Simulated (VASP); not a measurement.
# WS2 (Cm) in VASP: further runs, part 2 of 2

VASP 6.6.1. The steps go on from the part before.

**5. Single point, PBEsol+D3(BJ) (atom 1 (W) moved by (-0.150, +0.000) A along y and z)**

INCAR

```
PREC = Accurate ; ENCUT = 520
EDIFF = 1E-7 ; ISMEAR = 0
SIGMA = 0.05 ; LREAL = F
LASPH = T ; NELM = 80
ALGO = Normal ; ISIF = 2
LWAVE = F ; LCHARG = F
GGA = PS ; IVDW = 12
NBANDS = 20
```

KPOINTS

```
regular mesh
0
Gamma
  12 12 12
```

POSCAR

```
WS2
1.0
    1.5790003843      0.9116362969      6.1633300000
   -1.5790003843      0.9116362969      6.1633300000
    0.0000000000     -1.8232725938      6.1633300000
W S
1 2
Direct
   -0.0274232170     -0.0274232170      0.0548464340
    0.7503000000      0.7503000000      0.7503000000
    0.5810000000      0.5810000000      0.5810000000
```

Potentials or basis: VASP PAW PBE potentials, release 64 (W_sv, S).

Launch:

```
$ cat potpaw_PBE.64/W_sv/POTCAR potpaw_PBE.64/S/POTCAR > POTCAR
$ mpirun -np 1 vasp_std > vasp.out
```

OUTCAR:

```text
PREC = Accurate
   ENCUT = 520
   EDIFF = 1E-7
   ISMEAR = 0
   LREAL = F
   LASPH = T
   NELM = 80
   ISIF = 2
   GGA = PS
   IVDW = 12
 IVDW          = 12

 ion  position               nearest neighbor table
   1  0.973  0.973  0.055-   2 2.28   3 2.30   2 2.45   2 2.45   3 2.48   3 2.48
   2  0.750  0.750  0.750-   1 2.28   1 2.45   1 2.45
   3  0.581  0.581  0.581-   1 2.30   1 2.48   1 2.48

  LATTYP: Found a trigonal (rhomboedric) cell.
 ALAT       =     6.4273602389
 COS(alpha) =     0.8792939096

  Lattice vectors:

 A1 = (   1.5790003843,   0.9116362969,   6.1633300000)
 A2 = (  -1.5790003843,   0.9116362969,   6.1633300000)
 A3 = (   0.0000000000,  -1.8232725938,   6.1633300000)

Analysis of symmetry for initial positions (statically):
=====================================================================
 Subroutine PRICEL returns:
 Original cell was already a primitive cell.

 Routine SETGRP: Setting up the symmetry group for a
 trigonal (rhombohedral) supercell.

 Subroutine GETGRP returns: Found  2 space group operations
 (whereof  2 operations were pure point group operations)
 out of a pool of 12 trial point group operations.

The static configuration has the point symmetry C_1h.

Analysis of symmetry for dynamics (positions and initial velocities):
=====================================================================
 Subroutine PRICEL returns:
 Original cell was already a primitive cell.

 Routine SETGRP: Setting up the symmetry group for a
 trigonal (rhombohedral) supercell.

 Subroutine GETGRP returns: Found  2 space group operations
 (whereof  2 operations were pure point group operations)
 out of a pool of 12 trial point group operations.

The dynamic configuration has the point symmetry C_1h.

 Subroutine INISYM returns: Found  2 space group operations
 (whereof  2 operations are pure point group operations),
[... 114 lines left out ...]
   EFERMI_NEDOS =   21; number of points for ismear=-14 and -15
   IALGO  =     38    algorithm
   IMIX   =      4    mixing-type and parameters
     AMIX     =   0.40;   BMIX     =  1.00
     AMIX_MAG =   1.60;   BMIX_MAG =  1.00
  volume/ion in A,a.u.               =      17.74       119.74
  Fermi-wavevector in a.u.,A,eV,Ry     =   1.289266  2.436359 22.615688  1.662206
  Thomas-Fermi vector in A             =   2.421169
   LORBIT       =      0    0 simple, 1 ext, 2 COOP (PROOUT), +10 PAW based schemes
   GGA     = PS    functional components
   LHFCALC =     F    Hartree Fock is set to
   AEXX    =    0.0000 exact exchange contribution
   IVDW    =    12    specifies the selected vdW correction
   LEPSILON=     F    determine dielectric tensor
   LRPA    =     F    only Hartree local field effects (RPA)
 non-spin polarized calculation
 Gauss-broadening in eV      SIGMA  =   0.05
  energy-cutoff  :      520.00
  volume of cell :       53.23
 maximum number of plane-waves:      1450
   NGX = 23   NGY = 23   NGZ = 23

 number of electron      26.0000001 magnetization

 Free energy of the ion-electron system (eV)
  ---------------------------------------------------
  ext. energy  EPLUGINS =         0.00000000
  ---------------------------------------------------
  free energy    TOTEN  =       -25.01588330 eV

  energy without entropy =      -25.01588330  energy(sigma->0) =      -25.01588330

 E-fermi :   7.6470     XC(G=0): -11.1133

 val. band max:        7.3430293170   @ k =   0.5000   0.5000   0.5000
 cond. band min:       8.2280781871   @ k =  -0.1667   0.1667   0.0000
 fundamental gap:      0.8850488701
 Fermi energy:         7.6470440520

 k-point     1 :       0.0000    0.0000    0.0000
  band No.  band energies     occupation
      1     -67.1805      2.00000
      2     -31.4761      2.00000
      3     -31.2864      2.00000
      4     -31.2546      2.00000
      5      -8.2602      2.00000
      6      -6.2448      2.00000
[... 541 lines left out ...]
     19      15.3977      0.00000
     20      15.5498      0.00000

 [... further k-points ...]

------------------------ aborting loop because EDIFF is reached ----------------------------------------

 Edisp (eV)   -1.15347

 E8    (eV) :    -0.7475

  FORCE on cell =-STRESS in cart. coord.  units (eV):
  Direction    XX          YY          ZZ          XY          YZ          ZX
  --------------------------------------------------------------------------------------
  -------------------------------------------------------------------------------------
  Total      -2.16720     0.02371    -0.21075     0.00000    -0.17547     0.00000
  in kB     -65.22877     0.71367    -6.34329     0.00000    -5.28144     0.00000
  external pressure =      -23.62 kB  Pullay stress =        0.00 kB

 VOLUME and BASIS-vectors are now :
 -----------------------------------------------------------------------------
  energy-cutoff  :      520.00
  volume of cell :       53.23
      direct lattice vectors                 reciprocal lattice vectors
     1.579000384  0.911636297  6.163330000     0.316656034  0.182821447  0.054083318
    -1.579000384  0.911636297  6.163330000    -0.316656034  0.182821447  0.054083318
     0.000000000 -1.823272594  6.163330000     0.000000000 -0.365642893  0.054083318

 POSITION                                       TOTAL-FORCE (eV/Angst)
 -----------------------------------------------------------------------------------
      0.00000      1.67327     12.32666         0.000000      3.314240     -0.622140
      0.00000      0.00000     13.87304         0.000000     -1.738018      0.589824
      0.00000      0.00000     10.74268         0.000000     -1.576222      0.032316
 -----------------------------------------------------------------------------------
    total drift:                                0.000000      0.000005      0.000000

  FREE ENERGIE OF THE ION-ELECTRON SYSTEM (eV)
  ---------------------------------------------------
  free  energy   TOTEN  =       -26.1693520410 eV

  energy  without entropy=      -26.1693520410  energy(sigma->0) =      -26.16935204
```

Run time: 9.6 min. Hardware: 1 thread of Intel Xeon Platinum 8559C (Emerald Rapids), shared host; peak memory 0.66 GiB.

Results:

```yaml
Free_energy: -26.1694 eV
Pressure: -2.4 GPa
Largest_force: 3.372 eV/Å
Band_gap_on_the_k_mesh: 0.89 eV, indirect (least direct gap 1.53 eV)
Dispersion_energy_per_atom: -0.384 eV
```

Forces in eV/Å, atoms in the order of the input:
```
W    0.000  3.314 -0.622
S    0.000 -1.738  0.590
S    0.000 -1.576  0.032
```

Levels at points of the mesh, in eV from the valence-band top:
```
           k point  band 9  band 10  band 11  band 12  band 13  band 14  band 15  band 16  band 17  band 18
(0.00, 0.00, 0.00)   -3.31    -2.89    -1.50    -1.49    -1.19     1.45     2.02     2.90     3.06     4.94
(0.50, 0.00, 0.00)   -5.40    -4.21    -2.37    -2.21    -1.05     2.36     2.61     2.93     4.21     4.60
(0.00, 0.00, 0.50)   -5.07    -3.87    -2.83    -1.98    -1.65     2.22     2.70     3.83     3.91     4.65
(0.50, 0.50, 0.00)   -4.78    -3.78    -3.41    -1.86    -1.81     2.19     2.82     3.64     4.30     5.18
(0.50, 0.00, 0.50)   -5.12    -4.16    -2.97    -2.20    -1.04     2.33     2.52     2.99     4.58     4.99
(0.50, 0.50, 0.50)   -3.63    -3.30    -2.75    -1.46     0.00     1.53     1.94     2.74     3.17     5.14
```

Caveat: the cell differs from its parent crystal (atom 1 (W) moved by (-0.150, +0.000) A along y and z); the PAW data sets were made with another functional, which shifts forces and pressure a little; spin-orbit coupling is left out, which moves the levels of the heavy elements. A k mesh can miss the band edges.
